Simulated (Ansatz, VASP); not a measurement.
## Pt: VASP beside Ansatz

```
Pt
1.0
     4.52935    0.00000    0.00000
    -2.26468    3.92254    0.00000
     0.00000    0.00000    2.70616
Pt
3
Direct
  0.00000 0.00000 0.00000
  0.33333 0.66667 0.50000
  0.66667 0.33333 0.50000
```

Alike in both runs: functional PBE; k mesh 12 × 12 × 16; occupations gaussian, width 0.1 eV; no spin polarisation.

Ansatz relaxed the structure, and its values are those at the end. VASP's run is a single point on that final structure, the one shown.

```csv
,VASP,Ansatz
version,VASP 6.6.1,Ansatz 0.2.0
potentials or method,"VASP PAW PBE potentials, release 64 (Pt), cutoff 520 eV","scalar-relativistic, plane waves, PAW"
valence electrons in the cell,30,54
```

```csv
,VASP,Ansatz,Ansatz less VASP
gap on the k mesh at the Fermi level (eV),none,none,-
pressure (GPa),-0.5,0.0,+0.49
```

A gap of «none» marks a metal or a gap that the smearing closes. With one functional, cell and mesh, what is left measures potentials, basis and numerics. VASP's potentials hold 30 valence electrons a cell and Ansatz's 54, so a difference there can come from the potentials and not from the codes.

Neither program's run includes spin-orbit coupling.
